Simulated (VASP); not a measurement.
The system is Al.

```
Al
1.0
    -2.51794    2.51794    1.37480
     2.51794   -2.51794    1.37480
     2.51794    2.51794   -1.37480
Al
2
Direct
  0.00000 0.00000 0.00000
  0.75000 0.25000 0.50000
```

```yaml
Program: VASP 6.6.1
Task: relaxation of cell and atoms
Functional: BLYP
Potentials_or_basis: VASP PAW PBE potentials, release 64 (Al)
Cutoff: 600 eV
k_mesh: 13 × 13 × 9
Occupations: fermi-dirac, width 0.1 eV
Spin: no spin polarisation
```

At the start: pressure 11.4 GPa; volume 17.43 Å³/atom.

**Question.** Where does the relaxation end?

**Answer.** Over 46 steps the energy falls by 232.9 meV/atom and the volume is 18.80 Å³/atom (+7.8 %); space group I4_1/amd (No. 141, to 0.1 Å) before, Cmcm (No. 63, to 0.1 Å).

The path:
| step | energy change (eV) | largest force (eV/Å) | pressure (GPa) | volume (Å³) |
| --- | --- | --- | --- | --- |
| 1 | 0.0000 | 0.0066 | 11.35 | 34.86 |
| 3 | -0.2076 | 0.0208 | -0.19 | 41.29 |
| 5 | -0.2133 | 0.0438 | 0.15 | 40.97 |
| 7 | -0.2158 | 0.0640 | 0.01 | 41.12 |
| 9 | -0.2416 | 0.1177 | -2.26 | 43.22 |
| 11 | -0.2488 | 0.0946 | -2.90 | 43.88 |
| 13 | -0.2515 | 0.0806 | -3.19 | 44.23 |
| 15 | -0.2526 | 0.0742 | -3.29 | 44.36 |
| 17 | -0.2545 | 0.0644 | -3.40 | 44.49 |
| 19 | -0.2635 | 0.0620 | -3.21 | 44.17 |
| 21 | -0.2955 | 0.0470 | -2.40 | 42.92 |
| 23 | -0.3490 | 0.1112 | 2.59 | 38.05 |
| 25 | -0.3703 | 0.0906 | 1.52 | 38.59 |
| 27 | -0.3827 | 0.0852 | 5.41 | 35.81 |
| 29 | -0.4399 | 0.0366 | 0.37 | 38.39 |
| 31 | -0.4455 | 0.0026 | -0.99 | 39.22 |
| 33 | -0.4581 | 0.0424 | 0.03 | 37.97 |
| 35 | -0.4591 | 0.0184 | -0.05 | 37.94 |
| 37 | -0.4606 | 0.0360 | -0.34 | 38.05 |
| 39 | -0.4650 | 0.0312 | 0.20 | 37.49 |
| 41 | -0.4651 | 0.0301 | 0.28 | 37.41 |
| 43 | -0.4655 | 0.0132 | 0.13 | 37.49 |
| 45 | -0.4657 | 0.0070 | -0.08 | 37.65 |
| 46 | -0.4657 | 0.0006 | -0.01 | 37.59 |

Final structure:
```yaml
crystal:
  lattice:
    - [-3.25135, 2.89375, 1.40639]
    - [2.89375, -3.25135, 1.40639]
    - [2.46620, 2.46620, -2.29049]
  atoms:
    - { symbol: Al, position: [0.98852, 0.01148, 0.00000] }
    - { symbol: Al, position: [0.76148, 0.23852, 0.50000] }
```

Caveat: a cell axis changed by over 15 % at a fixed basis, so the end point is rough; the PAW data sets were made with another functional, which shifts forces and pressure a little.
